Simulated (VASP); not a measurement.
Set up this calculation in VASP 6.6.1, as the native input.

```
Task                   : single point
Functional             : PBE
Potentials or basis    : VASP PAW PBE potentials, release 64 (Sr_sv, Al, H)
Cutoff                 : 520 eV
k mesh                 : 3 × 3 × 3
Occupations            : fermi-dirac, width 0.1 eV
Spin                   : no spin polarisation
Dipole correction      : no
Further INCAR settings : ALGO = Normal; EDIFF = 1e-06; NBANDS = 16
```

The structure of SrAlH3 lies in POSCAR:

```
SrAlH3
1.0
    4.6991700000      0.0347800000     -0.1290600000
    0.0347800000      4.5293100000     -0.0534900000
   -0.1290600000     -0.0534900000      4.7084600000
Sr Al H
1 1 3
Direct
    0.5120800000      0.4796400000      0.5208800000
    0.9826200000      0.9954600000      0.9967200000
    0.0097700000      0.4881400000      0.4980400000
    0.4899100000      0.5253100000      0.0004400000
    0.4894900000      0.0074500000      0.4968400000
```

These files were run (other wordings do the same):

INCAR

```
SYSTEM = SrAlH3
  ALGO = Normal
  EDIFF = 1E-6
  ENCUT = 520
  GGA = PE
  ISIF = 2
  ISMEAR = -1
  LASPH = .True.
  LCHARG = .False.
  LREAL = .False.
  LWAVE = .False.
  NBANDS = 16
  NELM = 80
  PREC = Accurate
  SIGMA = 0.1
```

KPOINTS

```
k-points
0
Gamma
  3 3 3
  0 0 0
```

Potentials or basis: VASP PAW PBE potentials, release 64 (Sr_sv, Al, H).

Run with:

```bash
$ cat potpaw_PBE.64/Sr_sv/POTCAR potpaw_PBE.64/Al/POTCAR potpaw_PBE.64/H/POTCAR > POTCAR
$ mpirun -np 1 vasp_std > vasp.out
```

It gave:

The pressure is -0.5 GPa, the largest force is 1.008 eV/Å and the band gap on the k mesh is 1.14 eV, indirect (least direct gap 1.99 eV).

Caveat: the k points lie up to 0.46 Å⁻¹ apart; forces of over 1 eV/Å act on the atoms, so gaps and moduli don't describe the material at rest.

It took 14 s on 1 thread of Intel(R) Xeon(R) 6975P-C (Granite Rapids), with other jobs on the host, peak memory 0.21 GiB.
